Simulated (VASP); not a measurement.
Input of a VASP 6.6.1 run:

File INCAR:

```
ALGO = Normal ; EDIFF = 1E-7
ENCUT = 520 ; GGA = PS
ISIF = 2 ; ISMEAR = 0
LASPH = True ; LCHARG = False
LREAL = False ; LWAVE = False
NBANDS = 16 ; NELM = 60
PREC = Accurate ; SIGMA = 0.02
```

Contents of KPOINTS:

```
k-points
0
Gamma
  12 12 8
```

Contents of POSCAR:

```
Se
1.0
    4.1192383361      0.0000000000      0.0000000000
   -2.0596191681      3.5673650433      0.0000000000
    0.0000000000      0.0000000000      5.0687711823
Se
3
Direct
    0.2440681148      0.0000000000      0.1666666667
    0.0000000000      0.2440681148      0.8333333333
    0.7559318852      0.7559318852      0.5000000000
```

Potentials or basis: VASP PAW PBE potentials, release 64 (Se).

The run is started by

```bash
$ cat potpaw_PBE.64/Se/POTCAR > POTCAR
$ mpirun -np 1 vasp_std > vasp.out
```

Estimate the largest force.

0.033 eV/Å.

Estimate the band gap on the k mesh.

0.57 eV (least direct gap 0.64 eV).

Estimate the pressure.

-0.2 GPa.

Forces in eV/Å, atoms in the order of the input:
```
Se   0.033  0.000  0.000
Se  -0.016  0.028  0.000
Se  -0.016 -0.028  0.000
```

Caveat: semilocal functionals underestimate gaps, and a narrow one can read as zero; the PAW data sets were made with another functional, which shifts forces and pressure a little. A k mesh can miss the band edges.
